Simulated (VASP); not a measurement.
Runs of VASP 6.6.1 on HfN (rock salt type). The structure is that of space group Fm-3m (No. 225), or close to it. The cells are those of the table. 

| level | cell | k mesh | grid for exact exchange (PRECFOCK) | screening parameter | gap on the mesh (eV) | pressure (GPa) | largest force (eV/Å) |
| --- | --- | --- | --- | --- | --- | --- | --- |
| HSE06 | a = 3.182 Å, angles 60.0°, 2 atoms | 4 × 4 × 4 | Normal | 0.2079 1/Å | none | -0.3 | - |
| HSE06 | a = 3.203 Å, angles 60.0°, 2 atoms | 4 × 4 × 4 | Normal | 0.2079 1/Å | none | -5.5 | 0.69 |
| HSE06 | a = 3.149 Å, angles 60.0°, 2 atoms | 4 × 4 × 4 | Normal | 0.2079 1/Å | none | 9.5 | - |
| PBE | a = 3.203 Å, angles 60.0°, 2 atoms | 8 × 8 × 8 | - | - | none | (a) | 0.23 |
| HSE06 | a = 3.115 Å, angles 60.0°, 2 atoms | 4 × 4 × 4 | Normal | 0.2079 1/Å | none | 21.0 | - |
| PBE | a = 3.203 Å, angles 60.0°, 2 atoms | 4 × 4 × 4 | - | - | none | 1.5 | (b) |

Alike in all rows: task single point; potentials or basis VASP PAW PBE potentials, release 64 (Hf_pv, N); no spin polarisation; cutoff (eV) 520; smearing fermi-dirac 0.1 eV.

Task: Fill in the values left out.

Result: (a) 1.1; (b) 0.68.

Caveats: some runs use coarse meshes; spin-orbit coupling is left out, which moves the levels of the heavy elements; the PAW data sets were made with another functional, which shifts forces and pressure a little (some runs).

A k mesh can miss the band edges, and the runs leave out spin-orbit coupling on Hf.

A gap of «none» marks levels without a gap at the run's occupations.
